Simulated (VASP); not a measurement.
# BN (Cmcm) in VASP: further runs, part 2 of 2

VASP 6.6.1. The steps go on from the part before.

## (5) Single point, PBE

Contents of INCAR:

```
PREC = Accurate
ENCUT = 600
EDIFF = 1E-6
ISMEAR = -1
SIGMA = 0.01
LREAL = F
LASPH = T
NELM = 120
ALGO = Normal
ISIF = 2
LWAVE = F
LCHARG = F
GGA = PE
NBANDS = 16
GGA_COMPAT = F
```

Contents of KPOINTS:

```
regular mesh
0
Gamma
  13 13 5
```

Contents of POSCAR:

```
BN
1.0
    2.4883437615      0.0000000000      0.0000000000
   -1.2441718807      2.1549689108      0.0000000000
    0.0000000000      0.0000000000      6.4954828762
B N
2 2
Direct
    0.3335905386      0.6664094610      0.2500000001
    0.6664094610      0.3335905386      0.7500000004
    0.3342207764      0.6657792232      0.7500000004
    0.6657792232      0.3342207764      0.2500000001
```

Potentials or basis: VASP PAW PBE potentials, release 64 (B, N).

On the command line:

```
cat potpaw_PBE.64/B/POTCAR potpaw_PBE.64/N/POTCAR > POTCAR
mpirun -np 1 vasp_std > vasp.out
```

Wall time 37 s (1 thread of Intel Xeon 6975P-C (Granite Rapids), shared host); peak memory 0.2 GiB.

It converged, with:

- Free energy: -35.1208 eV
- Pressure: 8.4 GPa
- Largest force: 0.217 eV/Å
- Band gap on the k mesh: 4.27 eV (least direct gap 4.65 eV)

Forces on the atoms (eV/Å):
```
B   -0.187  0.108  0.000
B    0.187 -0.108  0.000
N   -0.188  0.108  0.000
N    0.188 -0.108  0.000
```

Stress tensor (GPa, compression positive):
```
11.20 -0.56  0.00
-0.56 10.55  0.00
 0.00  0.00  3.60
```

Levels at points of the mesh, in eV from the valence-band top:
```
           k point  band 6  band 7  band 8  band 9  band 10  band 11
(0.00, 0.00, 0.00)   -1.37   -1.30   -1.26    5.35    10.60    11.57
```

Caveat: the cell stands under pressure; an odd mesh through Γ misses points on the zone boundary, where band edges can lie; this functional lacks dispersion, which binds the layers, so the pressure and a relaxed spacing across them are unreliable.

## (6) Single point, HSE06

This run uses another cell than the first one: it holds 36 atoms, not 4.

Contents of POSCAR:

```
BN
1.0
    7.4650312800      0.0000000000      0.0000000000
   -3.7325156400      6.4649067300      0.0000000000
    0.0000000000      0.0000000000      6.4954828800
B N
18 18
Direct
    0.1111968462      0.2221364871      0.2500000000
    0.2221364871      0.1111968462      0.7500000000
    0.1111968462      0.5554698204      0.2500000000
    0.2221364871      0.4445301796      0.7500000000
    0.1111968462      0.8888031538      0.2500000000
    0.2221364871      0.7778635129      0.7500000000
    0.4445301796      0.2221364871      0.2500000000
    0.5554698204      0.1111968462      0.7500000000
    0.4445301796      0.5554698204      0.2500000000
    0.5554698204      0.4445301796      0.7500000000
    0.4445301796      0.8888031538      0.2500000000
    0.5554698204      0.7778635129      0.7500000000
    0.7778635129      0.2221364871      0.2500000000
    0.8888031538      0.1111968462      0.7500000000
    0.7778635129      0.5554698204      0.2500000000
    0.8888031538      0.4445301796      0.7500000000
    0.7778635129      0.8888031538      0.2500000000
    0.8888031538      0.7778635129      0.7500000000
    0.1114069255      0.2219264078      0.7500000000
    0.2219264078      0.1114069255      0.2500000000
    0.1114069255      0.5552597412      0.7500000000
    0.2219264078      0.4447402588      0.2500000000
    0.1114069255      0.8885930745      0.7500000000
    0.2219264078      0.7780735922      0.2500000000
    0.4447402588      0.2219264078      0.7500000000
    0.5552597412      0.1114069255      0.2500000000
    0.4447402588      0.5552597412      0.7500000000
    0.5552597412      0.4447402588      0.2500000000
    0.4447402588      0.8885930745      0.7500000000
    0.5552597412      0.7780735922      0.2500000000
    0.7780735922      0.2219264078      0.7500000000
    0.8885930745      0.1114069255      0.2500000000
    0.7780735922      0.5552597412      0.7500000000
    0.8885930745      0.4447402588      0.2500000000
    0.7780735922      0.8885930745      0.7500000000
    0.8885930745      0.7780735922      0.2500000000
```

Contents of INCAR.step1:

```
ALGO = Normal ; EDIFF = 1E-5
ENCUT = 520 ; GGA = PE
GGA_COMPAT = F ; ISIF = 2
ISMEAR = -1 ; ISYM = -1
LASPH = T ; LCHARG = F
LREAL = Auto ; LWAVE = T
NBANDS = 96 ; NELM = 120
PREC = Accurate ; SIGMA = 0.01
```

Contents of INCAR.step2:

```
ALGO = Normal ; EDIFF = 1E-6
ENCUT = 520 ; GGA = PE
GGA_COMPAT = F ; HFSCREEN = 0.2079
ISIF = 2 ; ISMEAR = -1
ISTART = 1 ; ISYM = -1
LASPH = T ; LCHARG = F
LHFCALC = T ; LREAL = Auto
LWAVE = F ; NBANDS = 96
NELM = 120 ; PREC = Accurate
PRECFOCK = Fast ; SIGMA = 0.01
```

Contents of KPOINTS:

```
explicit points
1
Reciprocal
  0.25000000   0.25000000   0.25000000 1
```

Potentials or basis: VASP PAW PBE potentials, release 64 (B, N).

On the command line:

```
cat potpaw_PBE.64/B/POTCAR potpaw_PBE.64/N/POTCAR > POTCAR
cp INCAR.step1 INCAR
mpirun -np 1 vasp_std > vasp.out
cp INCAR.step2 INCAR
mpirun -np 1 vasp_std > vasp.out
```

Run time: 2.3 min. Hardware: 1 thread of Intel Xeon 6975P-C (Granite Rapids), shared host; peak memory 0.55 GiB.

It converged, with:

| Property | Result |
| --- | --- |
| Free energy | -368.6256 eV |
| Pressure | 3.1 GPa |
| Band gap on the k mesh | 6.29 eV |

Forces on the atoms (eV/Å):
```
B    0.001  0.000  0.000
B   -0.001  0.001  0.000
B    0.003  0.000  0.000
B   -0.002  0.001  0.000
B    0.002 -0.001  0.000
B   -0.002  0.001  0.000
B    0.002 -0.001  0.000
B   -0.001  0.002  0.000
B    0.001  0.000  0.000
B   -0.001  0.000  0.000
B    0.001 -0.002  0.000
B   -0.002  0.001  0.000
B    0.002 -0.001  0.000
B   -0.002  0.001  0.000
B    0.002 -0.001  0.000
B   -0.003  0.000  0.000
B    0.001 -0.001  0.000
B   -0.001  0.000  0.000
N    0.000  0.001  0.000
N    0.000  0.001  0.000
N    0.000  0.000  0.000
N    0.000  0.000  0.000
N    0.001  0.000  0.000
N    0.000  0.000  0.000
N    0.000  0.000  0.000
N    0.000  0.000  0.000
N    0.000  0.000  0.000
N    0.000  0.000  0.000
N    0.000  0.000  0.000
N    0.000  0.000  0.000
N    0.000  0.000  0.000
N   -0.001  0.000  0.000
N    0.000  0.000  0.000
N    0.000  0.000  0.000
N    0.000 -0.001  0.000
N    0.000 -0.001  0.000
```

Stress tensor (GPa, compression positive):
```
 3.42  0.11 -0.04
 0.11  3.55 -0.06
-0.04 -0.06  2.18
```

Levels at points of the mesh, in eV from the valence-band top:
```tsv
k point	band 70	band 71	band 72	band 73	band 74	band 75
(0.25, 0.25, 0.25)	-0.37	-0.37	0.00	6.29	6.37	6.37
```

Caveat: the cell stands under pressure; the PAW data sets were made with another functional, which shifts forces and pressure a little; a shifted mesh leaves out Γ, where band edges can lie; this functional lacks dispersion, which binds the layers, so the pressure and a relaxed spacing across them are unreliable.

## (7) Overview

```csv
level,potentials or basis,cell,k mesh,cutoff (eV),smearing,grid for exact exchange (PRECFOCK),mended,share of exact exchange,screening parameter,gap on the mesh (eV),pressure (GPa),largest force (eV/Å)
PBE,"VASP PAW PBE potentials, release 64 (B, N)","a = 2.488, b = 2.488, c = 6.495 Å, angles 90.0, 90.0, 120.0°, 4 atoms, atomic positions A",13 × 13 × 5,600,gaussian 0.01 eV,-,-,-,-,4.27,8.4,0.22
PBE,"VASP PAW PBE potentials, release 64 (B, N)","a = 2.488, b = 2.488, c = 6.495 Å, angles 90.0, 90.0, 120.0°, 4 atoms, atomic positions A",13 × 13 × 5,600,fermi-dirac 0.01 eV,-,-,-,-,4.27,8.4,0.22
LDA,"VASP PAW LDA potentials, release 64 (B, N)","a = 2.488, b = 2.488, c = 6.495 Å, angles 90.0, 90.0, 120.0°, 4 atoms, atomic positions A",13 × 13 × 5,600,fermi-dirac 0.01 eV,-,-,-,-,4.07,0.5,0.21
HSE06,"VASP PAW PBE potentials, release 64 (B, N)","a = 7.465, b = 7.465, c = 6.495 Å, angles 90.0, 90.0, 120.0°, 36 atoms, atomic positions B","1 × 1 × 1, shifted",520,fermi-dirac 0.01 eV,Fast,yes,0.25,0.2079 1/Å,6.29,3.1,-
```

Alike in all rows: task single point; no spin polarisation.

Caveats: the cell stands under pressure (at least some runs); an odd mesh through Γ misses points on the zone boundary, where band edges can lie (at least some runs); this functional lacks dispersion, which binds the layers, so the pressure and a relaxed spacing across them are unreliable (at least some runs); the PAW data sets were made with another functional, which shifts forces and pressure a little (at least some runs); a shifted mesh leaves out Γ, where band edges can lie (at least some runs).

Total energies depend on the potentials used, so only differences within one code and one set of settings carry meaning.
